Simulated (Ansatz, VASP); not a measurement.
Ti in VASP and in Ansatz

The input INCAR:

```
PREC     = Accurate       # precision mode
ENCUT    = 520            # plane-wave cutoff, eV
EDIFF    = 1E-6           # SCF threshold, eV
ISMEAR   = 0              # smearing method
SIGMA    = 0.15           # smearing width, eV
LREAL    = F              # projectors in reciprocal space
LASPH    = T              # aspherical terms in the spheres
NELM     = 100            # most SCF steps
ALGO     = Fast           # electronic algorithm
ISIF     = 2              # what is computed and relaxed
LWAVE    = F              # write WAVECAR
LCHARG   = T              # write CHGCAR
GGA      = PS             # functional
LELF     = T              # ELF
LVHAR    = T            
NBANDS   = 12             # bands
```

File KPOINTS:

```
regular mesh
0
Gamma
  20 20 20
```

The input POSCAR:

```
Ti
1.0
    0.0000000000      1.9488000000      2.1924000000
    1.9488000000      0.0000000000      2.1924000000
    1.9488000000      1.9488000000      0.0000000000
Ti
1
Direct
    0.0000000000      0.0000000000      0.0000000000
```

Input for Ansatz:

```yaml
crystal:
  lattice:
    - [0.0, 1.9488, 2.1924]
    - [1.9488, 0.0, 2.1924]
    - [1.9488, 1.9488, 0.0]
  atoms:
    - { symbol: Ti, position: [0.0, 0.0, 0.0] }
basis:
  ecutwfc: 420
kpoints:
  mp_grid: { grid: [20, 20, 20] }
hamiltonian:
  xc: pbesol
scf:
  occupations: { method: gaussian, width: 0.15 }
output:
  forces: true
  stress: true
  eigenvalues: true
```

Change from the starting cell: strain -0.040 along x and y, +0.080 along z, atoms carried along.

Alike in both runs: task single point; functional PBEsol; k mesh 20 × 20 × 20; occupations gaussian, width 0.15 eV; no spin polarisation.

|  | VASP | Ansatz |
| --- | --- | --- |
| version | VASP 6.6.1 | Ansatz 0.2.0 |
| potentials or method | VASP PAW PBE potentials, release 64 (Ti_sv), cutoff 520 eV | scalar-relativistic, plane waves, PAW |
| valence electrons in the cell | 12 | 12 |

Ansatz gave:

- gap on the k mesh at the Fermi level (eV): none
- pressure (GPa): 0.0
- traceless stress, the component that is largest in VASP (GPa): -2.20

Q: Estimate VASP's values.

A: gap on the k mesh at the Fermi level (eV): none; pressure (GPa): -0.3; traceless stress, the component that is largest in VASP (GPa): -2.23.

VASP's potentials were made for PBE, not for PBEsol. A gap of «none» marks a metal or a gap that the smearing closes. The functional is the same, so the differences come from potentials, cutoffs and numerics.
